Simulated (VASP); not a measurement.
# IrPb2 (Fd-3m) in VASP: notebook, part 2 of 2

VASP 6.6.1. Earlier steps stand in the parts before.

### 3 Single point, PBE

This run uses another cell than the first one, of 26.32 Å³/atom.

INCAR

```
SYSTEM = IrPb2
ALGO = Fast
EDIFF = 1E-6
ENCUT = 520
GGA = PE
ISIF = 2
ISMEAR = 0
LASPH = .TRUE.
LCHARG = .FALSE.
LREAL = .FALSE.
LWAVE = .FALSE.
NBANDS = 46
NELM = 100
PREC = Accurate
SIGMA = 0.1
```

KPOINTS

```
k-points
0
G
  8 8 8
  0 0 0
```

POSCAR

```
IrPb2
1.0
    0.0000000000      4.2902660315      4.2902660315
    4.2902660315      0.0000000000      4.2902660315
    4.2902660315      4.2902660315      0.0000000000
Ir Pb
2 4
Direct
    0.0000000000      0.0000000000      0.0000000000
    0.2500000000      0.2500000000      0.2500000000
    0.6250000000      0.6250000000      0.6250000000
    0.1250000000      0.6250000000      0.6250000000
    0.6250000000      0.6250000000      0.1250000000
    0.6250000000      0.1250000000      0.6250000000
```

Potentials or basis: VASP PAW PBE potentials, release 64 (Ir, Pb_d).

Command:

```
$ cat potpaw_PBE.64/Ir/POTCAR potpaw_PBE.64/Pb_d/POTCAR > POTCAR
$ mpirun -np 1 vasp_std > vasp.out
```

OUTCAR:

```text
SYSTEM = IrPb2
   EDIFF = 1E-6
   ENCUT = 520
   GGA = PE
   ISIF = 2
   ISMEAR = 0
   LASPH = .TRUE.
   LREAL = .FALSE.
   NELM = 100
   PREC = Accurate

 ion  position               nearest neighbor table
   1  0.000  0.000  0.000-   3 3.56   5 3.56   3 3.56   5 3.56   4 3.56   6 3.56   4 3.56   6 3.56
                             6 3.56   3 3.56   5 3.56   4 3.56
   2  0.250  0.250  0.250-   4 3.56   6 3.56   4 3.56   6 3.56   3 3.56   5 3.56   3 3.56   5 3.56
                             3 3.56   5 3.56   4 3.56   6 3.56
   3  0.625  0.625  0.625-   4 3.03   5 3.03   6 3.03   5 3.03   6 3.03   4 3.03   1 3.56   2 3.56
                             1 3.56   2 3.56   1 3.56   2 3.56
   4  0.125  0.625  0.625-   3 3.03   5 3.03   6 3.03   3 3.03   5 3.03   6 3.03   2 3.56   2 3.56
                             1 3.56   1 3.56   2 3.56   1 3.56
   5  0.625  0.625  0.125-   3 3.03   3 3.03   4 3.03   6 3.03   6 3.03   4 3.03   1 3.56   2 3.56
                             1 3.56   2 3.56   1 3.56   2 3.56
   6  0.625  0.125  0.625-   3 3.03   5 3.03   3 3.03   4 3.03   5 3.03   4 3.03   2 3.56   2 3.56
                             1 3.56   1 3.56   1 3.56   2 3.56

  LATTYP: Found a face centered cubic cell.
 ALAT       =     8.5805320630

  Lattice vectors:

 A1 = (   0.0000000000,   4.2902660315,   4.2902660315)
 A2 = (   4.2902660315,   0.0000000000,   4.2902660315)
 A3 = (   4.2902660315,   4.2902660315,   0.0000000000)

Analysis of symmetry for initial positions (statically):
=====================================================================
 Subroutine PRICEL returns:
 Original cell was already a primitive cell.

 Routine SETGRP: Setting up the symmetry group for a
 face centered cubic supercell.

 Subroutine GETGRP returns: Found 48 space group operations
 (whereof 24 operations were pure point group operations)
 out of a pool of 48 trial point group operations.

The static configuration has the point symmetry T_d .
 The point group associated with its full space group is O_h .

Analysis of symmetry for dynamics (positions and initial velocities):
=====================================================================
[... 141 lines left out ...]
  Fermi-wavevector in a.u.,A,eV,Ry     =   1.271524  2.402832 21.997531  1.616773
  Thomas-Fermi vector in A             =   2.404452
   LORBIT       =      0    0 simple, 1 ext, 2 COOP (PROOUT), +10 PAW based schemes
   GGA     = PE    functional components
   LHFCALC =     F    Hartree Fock is set to
   AEXX    =    0.0000 exact exchange contribution
   IVDW    =     0    specifies the selected vdW correction
   LEPSILON=     F    determine dielectric tensor
   LRPA    =     F    only Hartree local field effects (RPA)
 non-spin polarized calculation
 RMM-DIIS sequential band-by-band and
 Gauss-broadening in eV      SIGMA  =   0.10
  energy-cutoff  :      520.00
  volume of cell :      157.94
 maximum number of plane-waves:      4279
 NGX is ok and might be reduce to    48
   NGX = 23   NGY = 23   NGZ = 23

 number of electron      74.0000003 magnetization

 Free energy of the ion-electron system (eV)
  ---------------------------------------------------
  ext. energy  EPLUGINS =         0.00000000
  ---------------------------------------------------
  free energy    TOTEN  =       -23.81388076 eV

  energy without entropy =      -23.77344065  energy(sigma->0) =      -23.79366070

 E-fermi :   6.5127     XC(G=0): -10.7131

 val. band max:        6.5127225139   @ k =   0.2500   0.2500   0.0000
 cond. band min:       6.5209501971   @ k =   0.2500   0.0000   0.0000
 fundamental gap:      0.0082276833
 Fermi energy:         6.5127309269

 k-point     1 :       0.0000    0.0000    0.0000
  band No.  band energies     occupation
      1     -11.3275      2.00000
      2     -10.9614      2.00000
      3     -10.9614      2.00000
      4     -10.9614      2.00000
      5     -10.8898      2.00000
      6     -10.8898      2.00000
[... 1165 lines left out ...]
     45      10.8788      0.00000
     46      11.5376      0.00000

 [... further k-points ...]
[... 5 lines left out ...]
  --------------------------------------------------------------------------------------
  -------------------------------------------------------------------------------------
  Total       -0.0582907     -0.0582907     -0.0582907      0.0000000      0.0000000      0.0000000
  in kB       -0.5913264     -0.5913264     -0.5913264      0.0000000      0.0000000      0.0000000
  external PRESSURE =      -0.5913264 kB  Pullay stress =       0.0000000 kB

 VOLUME and BASIS-vectors are now :
 -----------------------------------------------------------------------------
  energy-cutoff  :      520.00
  volume of cell :      157.94
      direct lattice vectors                 reciprocal lattice vectors
     0.000000000  4.290266031  4.290266031    -0.116542889  0.116542889  0.116542889
     4.290266031  0.000000000  4.290266031     0.116542889 -0.116542889  0.116542889
     4.290266031  4.290266031  0.000000000     0.116542889  0.116542889 -0.116542889

 POSITION                                       TOTAL-FORCE (eV/Angst)
 -----------------------------------------------------------------------------------
      0.00000      0.00000      0.00000         0.000000      0.000000     -0.000000
      2.14513      2.14513      2.14513        -0.000000     -0.000000      0.000000
      5.36283      5.36283      5.36283         0.000000     -0.000000      0.000000
      5.36283      3.21770      3.21770        -0.000000     -0.000000      0.000000
      3.21770      3.21770      5.36283         0.000000     -0.000000      0.000000
      3.21770      5.36283      3.21770        -0.000000     -0.000000      0.000000
 -----------------------------------------------------------------------------------
    total drift:                                0.000000      0.000000     -0.000000

  FREE ENERGIE OF THE ION-ELECTRON SYSTEM (eV)
  ---------------------------------------------------
  free  energy   TOTEN  =       -23.8138807598 eV

  energy  without entropy=      -23.7734406474  energy(sigma->0) =      -23.79366070
```

OSZICAR:

```text
N       E                     dE             d eps       ncg     rms          rms(c)
DAV:   1     0.951855701368E+03    0.95186E+03   -0.34723E+04  2668   0.191E+03
DAV:   2     0.849216319965E+02   -0.86693E+03   -0.84748E+03  2668   0.546E+02
DAV:   3    -0.175459108514E+02   -0.10247E+03   -0.98303E+02  2954   0.229E+02
DAV:   4    -0.239435968514E+02   -0.63977E+01   -0.62374E+01  3334   0.593E+01
DAV:   5    -0.241754355001E+02   -0.23184E+00   -0.23158E+00  3436   0.120E+01    0.370E+00
RMM:   6    -0.239240031564E+02    0.25143E+00   -0.73996E-01  2796   0.581E+00    0.172E+00
RMM:   7    -0.238512517195E+02    0.72751E-01   -0.17980E-01  2889   0.271E+00    0.154E+00
RMM:   8    -0.238121045141E+02    0.39147E-01   -0.21652E-01  3076   0.248E+00    0.648E-01
RMM:   9    -0.238125481179E+02   -0.44360E-03   -0.35949E-02  3113   0.206E+00    0.184E-01
RMM:  10    -0.238136193871E+02   -0.10713E-02   -0.18861E-02  3945   0.773E-01    0.113E-01
RMM:  11    -0.238137925301E+02   -0.17314E-03   -0.36949E-03  3867   0.400E-01    0.250E-02
RMM:  12    -0.238138752816E+02   -0.82752E-04   -0.75875E-04  4052   0.129E-01    0.122E-02
RMM:  13    -0.238138798901E+02   -0.46085E-05   -0.10520E-04  3674   0.683E-02    0.491E-03
RMM:  14    -0.238138808957E+02   -0.10056E-05   -0.37045E-05  4014   0.318E-02    0.321E-03
RMM:  15    -0.238138807598E+02    0.13598E-06   -0.48467E-06  2386   0.117E-02
   1 F= -.23813881E+02 E0= -.23793661E+02  d E =-.404401E-01
```

Wall time 10 min (1 thread of Intel Xeon 8259CL, shared host); peak memory 0.39 GiB.

Results:

- Free energy: -23.8139 eV
- Pressure: -0.1 GPa
- Band gap on the k mesh: zero (bands 37 and 38 overlap by 0.83 eV)

Levels at points of the mesh, in eV from the Fermi level:
| k point | band 33 | band 34 | band 35 | band 36 | band 37 | band 38 | band 39 | band 40 | band 41 | band 42 |
| --- | --- | --- | --- | --- | --- | --- | --- | --- | --- | --- |
| (0.00, 0.00, 0.00) | -0.75 | -0.75 | -0.26 | -0.26 | 0.57 | 0.57 | 0.57 | 1.48 | 1.95 | 1.95 |
| (0.50, 0.00, 0.00) | -0.84 | -0.44 | -0.44 | -0.10 | -0.09 | -0.09 | 0.47 | 2.00 | 2.20 | 2.20 |
| (0.50, 0.50, 0.00) | -0.56 | -0.56 | -0.18 | -0.18 | 0.74 | 0.74 | 0.95 | 0.95 | 2.36 | 2.36 |

Caveat: spin-orbit coupling is left out, which moves the levels of the heavy elements.

### 4 Relaxation of cell and atoms, PBE

INCAR

```
SYSTEM = IrPb2
  ALGO = Fast
  EDIFF = 1E-6
  EDIFFG = -0.01
  ENCUT = 600
  GGA = PE
  IBRION = 2
  ISIF = 3
  ISMEAR = 0
  LASPH = .TRUE.
  LCHARG = .FALSE.
  LREAL = .FALSE.
  LWAVE = .FALSE.
  NELM = 100
  NSW = 100
  PREC = Accurate
  SIGMA = 0.1
```

KPOINTS is that of step 3.

POSCAR: that of step 3 with these lines changed.

```diff
@@ -2,5 +2,5 @@
 1.0
-    0.0000000000      4.2902660315      4.2902660315
-    4.2902660315      0.0000000000      4.2902660315
-    4.2902660315      4.2902660315      0.0000000000
+    0.0000000000      4.2314821635      4.2314821635
+    4.2314821635      0.0000000000      4.2314821635
+    4.2314821635      4.2314821635      0.0000000000
 Ir Pb
```

Command:

```
$ cat potpaw_PBE.64/Ir/POTCAR potpaw_PBE.64/Pb_d/POTCAR > POTCAR
$ mpirun -np 1 vasp_std > vasp.out
```

Run time: 32 min. Hardware: 1 thread of Intel Xeon 8259CL, shared host; peak memory 0.42 GiB.

Results (log left out):

* Free energy: -23.8133 eV
* Relaxed volume: 26.31 Å³/atom
* Relaxed cell: a = 6.067 Å, b = 6.067 Å, c = 6.067 Å, α = 60.00°, β = 60.00°, γ = 60.00°
* Space group after relaxing (to 0.1 Å): Fd-3m (No. 227)
* Energy gained by relaxing: 8.8 meV/atom
* Ionic steps: 3
* Pressure after relaxing: 0.0 GPa
* Band gap on the k mesh: zero (bands 37 and 38 overlap by 0.83 eV)

The path:
```csv
step,energy change (eV),largest force (eV/Å),pressure (GPa),volume (Å³)
1,0.0000,0.0000,2.78,151.53
2,-0.0390,0.0000,-1.26,161.35
3,-0.0530,0.0000,0.00,157.89
```

Final structure:
```cif
data_structure
_symmetry_space_group_name_H-M 'P 1'
_symmetry_Int_Tables_number 1
_cell_length_a 6.0667
_cell_length_b 6.0667
_cell_length_c 6.0667
_cell_angle_alpha 60.000
_cell_angle_beta 60.000
_cell_angle_gamma 60.000
_cell_volume 157.89
loop_
_atom_site_label
_atom_site_type_symbol
_atom_site_fract_x
_atom_site_fract_y
_atom_site_fract_z
_atom_site_occupancy
Ir1 Ir 0.00000 0.00000 0.00000 1
Ir2 Ir 0.25000 0.25000 0.25000 1
Pb1 Pb 0.62500 0.62500 0.62500 1
Pb2 Pb 0.12500 0.62500 0.62500 1
Pb3 Pb 0.62500 0.62500 0.12500 1
Pb4 Pb 0.62500 0.12500 0.62500 1
```

Levels at points of the mesh, in eV from the Fermi level:
```tsv
k point	band 33	band 34	band 35	band 36	band 37	band 38	band 39	band 40	band 41	band 42
(0.00, 0.00, 0.00)	-0.75	-0.75	-0.26	-0.26	0.57	0.57	0.57	1.48	1.95	1.95
(0.50, 0.00, 0.00)	-0.84	-0.44	-0.44	-0.10	-0.09	-0.09	0.47	2.00	2.21	2.21
(0.50, 0.50, 0.00)	-0.56	-0.56	-0.18	-0.18	0.74	0.74	0.95	0.95	2.36	2.36
```

Caveat: spin-orbit coupling is left out, which moves the levels of the heavy elements.

### 5 Summary

```tsv
task	cell	k mesh	cutoff (eV)	gap on the mesh (eV)	pressure (GPa)
single point	a = 5.984 Å, angles 60.0°, 6 atoms	4 × 4 × 4	520	none	2.9
single point	a = 6.067 Å, angles 60.0°, 6 atoms	8 × 8 × 8	520	none	-0.1
relaxation of cell and atoms	relaxed from a = 5.984 Å, angles 60.0°, 6 atoms	8 × 8 × 8	600	none	0.0
```

Alike in all rows: level PBE; potentials or basis VASP PAW PBE potentials, release 64 (Ir, Pb_d); no spin polarisation; smearing gaussian 0.1 eV.

Caveats: spin-orbit coupling is left out, which moves the levels of the heavy elements.

Absolute energies hang on the potentials; compare differences alone.

The gap in the log of VASP goes by the Fermi energy; the results here count the filled bands.